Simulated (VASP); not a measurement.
# Li2Ag3 (Pm-3m) in VASP: relaxation of cell and atoms with PBE

Aim: the relaxation of cell and atoms of Li2Ag3 with PBE.

Everything below comes from runs of VASP 6.6.1. Logs are shortened: lines on timing, memory, paths and dates and some standing lists are left out, and cuts for length are marked.

## (1) The cell of the first run

Symmetry: Pm-3m, No. 221, cubic system. Conventional cell: a = 3.674 Å, b = 3.674 Å, c = 3.674 Å, α = 90.00°, β = 90.00°, γ = 90.00°. Li (site symmetry m-3m) has 6 Ag at 1.84 Å within 2.4 Å. Li (site symmetry m-3m) has 12 Ag at 2.60 Å and 8 Li at 3.18 Å within 3.4 Å. Within 2.4 Å of Ag (site symmetry 4/mmm) lie 2 Li at 1.84 Å.

The cell was generated, and may not be a known phase.

## (2) Relaxation of cell and atoms, PBE

File INCAR:

```
PREC = Accurate ; ENCUT = 880
EDIFF = 1E-7 ; ISMEAR = 0
SIGMA = 0.1 ; LREAL = False
LASPH = True ; NELM = 120
ALGO = Normal ; ISIF = 3
LWAVE = False ; LCHARG = False
GGA = PE ; IBRION = 2
NSW = 90 ; EDIFFG = -0.04
GGA_COMPAT = False ; NELMIN = 4
```

File KPOINTS:

```
regular mesh
0
Gamma
  6 6 6
```

File POSCAR:

```
Li2Ag3
1.0
    3.6740751100      0.0000000000      0.0000000000
    0.0000000000      3.6740751100      0.0000000000
    0.0000000000      0.0000000000      3.6740751100
Li Ag
2 3
Direct
    0.0000000000      0.0000000000      0.0000000000
    0.5000000000      0.5000000000      0.5000000000
    0.5000000000      0.0000000000      0.0000000000
    0.0000000000      0.5000000000      0.0000000000
    0.0000000000      0.0000000000      0.5000000000
```

Potentials or basis: VASP PAW PBE potentials, release 64 (Li_sv, Ag_sv_GW).

Run with:

```
$ cat potpaw_PBE.64/Li_sv/POTCAR potpaw_PBE.64/Ag_sv_GW/POTCAR > POTCAR
$ mpirun -np 1 vasp_std > vasp.out
```

OUTCAR:

```text
PREC = Accurate
   ENCUT = 880
   EDIFF = 1E-7
   ISMEAR = 0
   LREAL = False
   LASPH = True
   NELM = 120
   ISIF = 3
   GGA = PE
   IBRION = 2
   NSW = 90
   EDIFFG = -0.04
   NELMIN = 4

 ion  position               nearest neighbor table
   1  0.000  0.000  0.000-   3 1.84   4 1.84   5 1.84   5 1.84   4 1.84   3 1.84
   2  0.500  0.500  0.500-   3 2.60   4 2.60   5 2.60   3 2.60   4 2.60   3 2.60   5 2.60   3 2.60
                             4 2.60   5 2.60   4 2.60   5 2.60
   3  0.500  0.000  0.000-   1 1.84   1 1.84   4 2.60   5 2.60   2 2.60   5 2.60   2 2.60   4 2.60
                             2 2.60   2 2.60   4 2.60   5 2.60   5 2.60   4 2.60
   4  0.000  0.500  0.000-   1 1.84   1 1.84   3 2.60   5 2.60   2 2.60   5 2.60   2 2.60   3 2.60
                             5 2.60   5 2.60   2 2.60   3 2.60   2 2.60   3 2.60
   5  0.000  0.000  0.500-   1 1.84   1 1.84   3 2.60   4 2.60   2 2.60   3 2.60   4 2.60   2 2.60
                             4 2.60   4 2.60   2 2.60   3 2.60   3 2.60   2 2.60

  LATTYP: Found a simple cubic cell.
 ALAT       =     3.6740751100

  Lattice vectors:

 A1 = (   3.6740751100,   0.0000000000,   0.0000000000)
 A2 = (   0.0000000000,   3.6740751100,   0.0000000000)
 A3 = (   0.0000000000,   0.0000000000,   3.6740751100)

Analysis of symmetry for initial positions (statically):
=====================================================================
 Subroutine PRICEL returns:
 Original cell was already a primitive cell.

 Routine SETGRP: Setting up the symmetry group for a
 simple cubic supercell.

 Subroutine GETGRP returns: Found 48 space group operations
 (whereof 48 operations were pure point group operations)
 out of a pool of 48 trial point group operations.

The static configuration has the point symmetry O_h .

Analysis of symmetry for dynamics (positions and initial velocities):
=====================================================================
 Subroutine PRICEL returns:
 Original cell was already a primitive cell.

 Routine SETGRP: Setting up the symmetry group for a
 simple cubic supercell.

 Subroutine GETGRP returns: Found 48 space group operations
 (whereof 48 operations were pure point group operations)
 out of a pool of 48 trial point group operations.

The dynamic configuration has the point symmetry O_h .

 Subroutine INISYM returns: Found 48 space group operations
 (whereof 48 operations are pure point group operations),
 and found     1 'primitive' translations

----------------------------------------------------------------------------------------

                                     Primitive cell

  volume of cell :      49.5957

  direct lattice vectors                    reciprocal lattice vectors
     3.674075110  0.000000000  0.000000000     0.272177343  0.000000000  0.000000000
     0.000000000  3.674075110  0.000000000     0.000000000  0.272177343  0.000000000
     0.000000000  0.000000000  3.674075110     0.000000000  0.000000000  0.272177343

  length of vectors
     3.674075110  3.674075110  3.674075110     0.272177343  0.272177343  0.272177343

  position of ions in fractional coordinates (direct lattice)
     0.000000000  0.000000000  0.000000000
     0.500000000  0.500000000  0.500000000
     0.500000000  0.000000000  0.000000000
     0.000000000  0.500000000  0.000000000
     0.000000000  0.000000000  0.500000000

  ion indices of the primitive-cell ions
   primitive index   ion index
                 1           1
                 2           2
                 3           3
                 4           4
                 5           5

----------------------------------------------------------------------------------------

 KPOINTS: regular mesh

Automatic generation of k-mesh.
 Grid dimensions read from file:
 generate k-points for:    6    6    6

 Generating k-lattice:

  Cartesian coordinates                     Fractional coordinates (reciprocal lattice)
     0.045362890  0.000000000  0.000000000     0.166666667  0.000000000  0.000000000
     0.000000000  0.045362890  0.000000000     0.000000000  0.166666667  0.000000000
     0.000000000  0.000000000  0.045362890     0.000000000  0.000000000  0.166666667

  Length of vectors
     0.045362890  0.045362890  0.045362890

  Shift w.r.t. Gamma in fractional coordinates (k-lattice)
     0.000000000  0.000000000  0.000000000

 Subroutine IBZKPT returns following result:
 ===========================================

 Found     20 irreducible k-points:

 Following reciprocal coordinates:
            Coordinates               Weight
  0.000000  0.000000  0.000000      1.000000
  0.166667  0.000000  0.000000      6.000000
  0.333333  0.000000  0.000000      6.000000
  0.500000  0.000000  0.000000      3.000000
  0.166667  0.166667  0.000000     12.000000
  0.333333  0.166667  0.000000     24.000000
[... 12 lines left out ...]
  0.500000  0.500000  0.333333      6.000000
  0.500000  0.500000  0.500000      1.000000
   k-points           NKPTS =     20   k-points in BZ     NKDIM =     20   number of bands    NBANDS=     37
   number of dos      NEDOS =    301   number of ions     NIONS =      5
   total plane-waves  NPLWV =  46656
   dimension x,y,z NGX =    36 NGY =   36 NGZ =   36
   dimension x,y,z NGXF=    72 NGYF=   72 NGZF=   72
   ions per type =               2   3
   NGX,Y,Z   is equivalent  to a cutoff of  16.29, 16.29, 16.29 a.u.
   NGXF,Y,Z  is equivalent  to a cutoff of  32.58, 32.58, 32.58 a.u.
 SYSTEM =  unknown system
   PREC   = accura    normal or accurate (medium, high low for compatibility)
   ISTART =      0    job   : 0-new  1-cont  2-samecut
   ICHARG =      2    charge: 1-file 2-atom 10-const
   ISPIN  =      1    spin polarized calculation?
   LNONCOLLINEAR =      F non collinear calculations
   LSORBIT =      F    spin-orbit coupling
   LASPH  =      T    aspherical Exc in radial PAW
   ENCUT  =  880.0 eV  64.68 Ry    8.04 a.u.   8.89  8.89  8.89*2*pi/ulx,y,z
   NELM   =    120;   NELMIN=  4; NELMDL= -5     # of ELM steps
   EDIFF  = 0.1E-06   stopping-criterion for ELM
   LREAL  =      F    real-space projection
   EDIFFG = -.4E-01   stopping-criterion for IOM
   NSW    =     90    number of steps for IOM
   IBRION =      2    ionic relax: 0-MD 1-quasi-New 2-CG
   NFREE  =      1    steps in history (QN), initial steepest desc. (CG)
   ISIF   =      3    stress and relaxation
   ISYM   =      2    0-nonsym 1-usesym 2-fastsym
   POTIM  = 0.5000    time-step for ionic-motion
   TEBEG  =    0.0;   TEEND  =   0.0 temperature during run
   PSTRESS=    0.0 pullay stress
   NELECT =      63.0000    total number of electrons
   NUPDOWN=      -1.0000    fix difference up-down
   EMIN   =  10.00;   EMAX   =-10.00  energy-range for DOS
   EFERMI =   0.00;   METHOD = LEGACY
   ISMEAR =     0;   SIGMA  =   0.10  broadening in eV -4-tet -1-fermi 0-gaus
   EFERMI_NEDOS =   21; number of points for ismear=-14 and -15
   IALGO  =     38    algorithm
   IMIX   =      4    mixing-type and parameters
     AMIX     =   0.40;   BMIX     =  1.00
     AMIX_MAG =   1.60;   BMIX_MAG =  1.00
  volume/ion in A,a.u.               =       9.92        66.94
  Fermi-wavevector in a.u.,A,eV,Ry     =   1.772993  3.350471 42.769964  3.143504
  Thomas-Fermi vector in A             =   2.839275
   LORBIT       =      0    0 simple, 1 ext, 2 COOP (PROOUT), +10 PAW based schemes
   GGA     = PE    functional components
   LHFCALC =     F    Hartree Fock is set to
   AEXX    =    0.0000 exact exchange contribution
   IVDW    =     0    specifies the selected vdW correction
   LEPSILON=     F    determine dielectric tensor
   LRPA    =     F    only Hartree local field effects (RPA)
 conjugate gradient relaxation of ions
 non-spin polarized calculation
 Gauss-broadening in eV      SIGMA  =   0.10
  energy-cutoff  :      880.00
  volume of cell :       49.60
 maximum number of plane-waves:      3016
 NGX is ok and might be reduce to    36
   NGX = 17   NGY = 17   NGZ = 17

--------------------------------------- Ionic step        1  -------------------------------------------

 number of electron      63.0000006 magnetization

 Free energy of the ion-electron system (eV)
  ---------------------------------------------------
  ext. energy  EPLUGINS =         0.00000000
  ---------------------------------------------------
  free energy    TOTEN  =         4.38361097 eV

  energy without entropy =        4.39280264  energy(sigma->0) =        4.38820680

 E-fermi :  11.1926     XC(G=0): -13.5255

 val. band max:       11.1530375553   @ k =   0.5000   0.3333   0.3333
 cond. band min:      11.2263091718   @ k =   0.1667   0.1667   0.1667
 fundamental gap:      0.0732716164
 Fermi energy:        11.1926487128

 k-point     1 :       0.0000    0.0000    0.0000
  band No.  band energies     occupation
      1     -82.9599      2.00000
      2     -82.8741      2.00000
      3     -82.8741      2.00000
      4     -46.8549      2.00000
      5     -46.8549      2.00000
      6     -46.8549      2.00000
[... 29 lines left out ...]
     36      18.4771      0.00000
     37      18.4771      0.00000
[... 1687 lines left out ...]
  FORCE on cell =-STRESS in cart. coord.  units (eV):
  Direction    XX          YY          ZZ          XY          YZ          ZX
  --------------------------------------------------------------------------------------
  -------------------------------------------------------------------------------------
  Total       -0.6809319     -0.6809319     -0.6809319      0.0000000      0.0000000     -0.0000000
  in kB      -11.0857358    -11.0857358    -11.0857358      0.0000000      0.0000000     -0.0000000
  external PRESSURE =     -11.0857358 kB  Pullay stress =       0.0000000 kB

 VOLUME and BASIS-vectors are now :
 -----------------------------------------------------------------------------
  energy-cutoff  :      880.00
  volume of cell :       98.41
      direct lattice vectors                 reciprocal lattice vectors
     4.616894178 -0.000000000 -0.000000000     0.216595824  0.000000000 -0.000000000
    -0.000000000  4.616894178  0.000000000     0.000000000  0.216595824 -0.000000000
     0.000000000  0.000000000  4.616894178     0.000000000  0.000000000  0.216595824

 POSITION                                       TOTAL-FORCE (eV/Angst)
 -----------------------------------------------------------------------------------
      0.00000      0.00000      0.00000         0.000000     -0.000000      0.000000
      2.30845      2.30845      2.30845        -0.000000     -0.000000      0.000000
      2.30845     -0.00000     -0.00000         0.000000     -0.000000      0.000000
     -0.00000      2.30845      0.00000        -0.000000     -0.000000      0.000000
      0.00000      0.00000      2.30845         0.000000      0.000000      0.000000
 -----------------------------------------------------------------------------------
    total drift:                                0.000000      0.000000     -0.000000

  FREE ENERGIE OF THE ION-ELECTRON SYSTEM (eV)
  ---------------------------------------------------
  free  energy   TOTEN  =        -4.6842631609 eV

  energy  without entropy=       -4.6728408651  energy(sigma->0) =       -4.67855201

--------------------------------------- Ionic step        5  -------------------------------------------

 number of electron      62.9999955 magnetization

 Free energy of the ion-electron system (eV)
  ---------------------------------------------------
  ext. energy  EPLUGINS =         0.00000000
  ---------------------------------------------------
  free energy    TOTEN  =        -4.69435526 eV

  energy without entropy =       -4.68118242  energy(sigma->0) =       -4.68776884

 E-fermi :   3.6417     XC(G=0):  -9.8776

 val. band max:        3.6253908925   @ k =   0.1667   0.1667   0.0000
 cond. band min:       3.7013094361   @ k =   0.5000   0.5000   0.3333
 fundamental gap:      0.0759185436
 Fermi energy:         3.6416595002

 k-point     1 :       0.0000    0.0000    0.0000
  band No.  band energies     occupation
      1     -88.2512      2.00000
      2     -88.2481      2.00000
      3     -88.2481      2.00000
      4     -51.8527      2.00000
      5     -51.8527      2.00000
      6     -51.8527      2.00000
[... 29 lines left out ...]
     36      10.0488      0.00000
     37      10.0488      0.00000
[... 763 lines left out ...]
  FORCE on cell =-STRESS in cart. coord.  units (eV):
  Direction    XX          YY          ZZ          XY          YZ          ZX
  --------------------------------------------------------------------------------------
  -------------------------------------------------------------------------------------
  Total       -0.0476297     -0.0476297     -0.0476297      0.0000000      0.0000000      0.0000000
  in kB       -0.7972136     -0.7972136     -0.7972136      0.0000000      0.0000000      0.0000000
  external PRESSURE =      -0.7972136 kB  Pullay stress =       0.0000000 kB

 VOLUME and BASIS-vectors are now :
 -----------------------------------------------------------------------------
  energy-cutoff  :      880.00
  volume of cell :       95.72
      direct lattice vectors                 reciprocal lattice vectors
     4.574439405 -0.000000000 -0.000000000     0.218606022  0.000000000 -0.000000000
    -0.000000000  4.574439405  0.000000000     0.000000000  0.218606022 -0.000000000
     0.000000000  0.000000000  4.574439405     0.000000000  0.000000000  0.218606022

 POSITION                                       TOTAL-FORCE (eV/Angst)
 -----------------------------------------------------------------------------------
      0.00000      0.00000      0.00000         0.000000     -0.000000      0.000000
      2.28722      2.28722      2.28722        -0.000000     -0.000000      0.000000
      2.28722     -0.00000     -0.00000         0.000000     -0.000000      0.000000
     -0.00000      2.28722      0.00000        -0.000000     -0.000000      0.000000
      0.00000      0.00000      2.28722         0.000000      0.000000      0.000000
 -----------------------------------------------------------------------------------
    total drift:                                0.000000      0.000000     -0.000000

  FREE ENERGIE OF THE ION-ELECTRON SYSTEM (eV)
  ---------------------------------------------------
  free  energy   TOTEN  =        -4.6943552604 eV

  energy  without entropy=       -4.6811824156  energy(sigma->0) =       -4.68776884

 reached required accuracy - stopping structural energy minimisation
```

Wall time 13 min (1 thread of AMD EPYC 7R43 (Zen 3), shared host); peak memory 0.24 GiB.

What came out:

- Free energy: -4.6944 eV
- Relaxed volume: 19.14 Å³/atom
- Relaxed cell: a = 4.574 Å, b = 4.574 Å, c = 4.574 Å, α = 90.00°, β = 90.00°, γ = 90.00°
- Space group after relaxing (to 0.1 Å): Pm-3m (No. 221)
- Energy gained by relaxing: 1815.6 meV/atom
- Ionic steps: 5
- Pressure after relaxing: -0.1 GPa
- Band gap on the k mesh: zero (an odd number of electrons rules out a gap without spin polarisation)

Step by step:
| step | energy change (eV) | largest force (eV/Å) | pressure (GPa) | volume (Å³) |
| --- | --- | --- | --- | --- |
| 1 | 0.0000 | 0.0000 | 120.37 | 49.60 |
| 2 | -8.3985 | 0.0000 | -5.70 | 124.62 |
| 3 | -9.0106 | 0.0000 | 3.34 | 88.67 |
| 4 | -9.0679 | 0.0000 | -1.11 | 98.41 |
| 5 | -9.0780 | 0.0000 | -0.08 | 95.72 |

Final structure:
```cif
data_structure
_symmetry_space_group_name_H-M 'P 1'
_symmetry_Int_Tables_number 1
_cell_length_a 4.5744
_cell_length_b 4.5744
_cell_length_c 4.5744
_cell_angle_alpha 90.000
_cell_angle_beta 90.000
_cell_angle_gamma 90.000
_cell_volume 95.72
loop_
_atom_site_label
_atom_site_type_symbol
_atom_site_fract_x
_atom_site_fract_y
_atom_site_fract_z
_atom_site_occupancy
Li1 Li 0.00000 0.00000 0.00000 1
Li2 Li 0.50000 0.50000 0.50000 1
Ag1 Ag 0.50000 0.00000 0.00000 1
Ag2 Ag 0.00000 0.50000 0.00000 1
Ag3 Ag 0.00000 0.00000 0.50000 1
```

Caveat: the volume moved by over 15 % at a fixed basis, so the end points are rough.

The gap in the log of VASP goes by the Fermi energy; the results here count the filled bands.